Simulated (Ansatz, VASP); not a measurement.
**One calculation of SnO, two programs**

Contents of INCAR:

```
PREC = Accurate
ENCUT = 520
EDIFF = 1E-7
ISMEAR = 0
SIGMA = 0.05
LREAL = F
LASPH = T
NELM = 100
ALGO = Normal
ISIF = 2
LWAVE = F
LCHARG = T
GGA = PS
IVDW = 12
LELF = T
LVHAR = T
NBANDS = 28
```

The input KPOINTS:

```
regular mesh
0
Gamma
  8 6 6
```

POSCAR

```
SnO
1.0
    3.3550050000      0.0000000000      0.0000000000
    0.0000000000      5.6741040000      0.0000000000
    0.0000000000      0.0000000000      4.2219700000
Sn O
2 2
Direct
    0.0000000000      0.2319090000      0.5131440000
    0.5000000000      0.7680910000      0.0131440000
    0.0000000000      0.8912500000      0.8079138763
    0.5000000000      0.1087500000      0.2368570000
```

Input for Ansatz:

```yaml
crystal:
  lattice:
    - [3.355005, 0.0, 0.0]
    - [0.0, 5.674104, 0.0]
    - [0.0, 0.0, 4.22197]
  atoms:
    - { symbol: Sn, position: [0.0, 0.231909, 0.513144] }
    - { symbol: Sn, position: [0.5, 0.768091, 0.013144] }
    - { symbol: O, position: [0.0, 0.89125, 0.8079138763] }
    - { symbol: O, position: [0.5, 0.10875, 0.236857] }
basis:
  ecutwfc: 420
kpoints:
  mp_grid: { grid: [8, 6, 6] }
hamiltonian:
  xc: pbesol
  dispersion: d3bj
scf:
  occupations: { method: gaussian, width: 0.05 }
output:
  forces: true
  stress: true
  eigenvalues: true
```

Alike in both runs: task single point; functional PBEsol; dispersion D3(BJ); k mesh 8 × 6 × 6; occupations gaussian, width 0.05 eV; no spin polarisation.

```csv
,VASP,Ansatz
version,VASP 6.6.1,Ansatz 0.2.0
potentials or method,"VASP PAW PBE potentials, release 64 (Sn_d, O), cutoff 520 eV","scalar-relativistic, plane waves, PAW"
valence electrons in the cell,40,40
```

```csv
,VASP,Ansatz,Ansatz less VASP
gap on the k mesh at the Fermi level (eV),1.29,1.30,+0.011
least direct gap on the mesh (eV),2.02,2.04,+0.013
pressure (GPa),-0.6,-0.8,-0.21
"traceless stress, the component that is largest in VASP (GPa)",2.60,2.46,-0.139
rms of the force components (eV/Å),0.927,0.905,-0.0219
```

VASP's potentials were made for PBE, not for PBEsol. Atom by atom the forces differ by 0.039 eV/Å (rms over components).
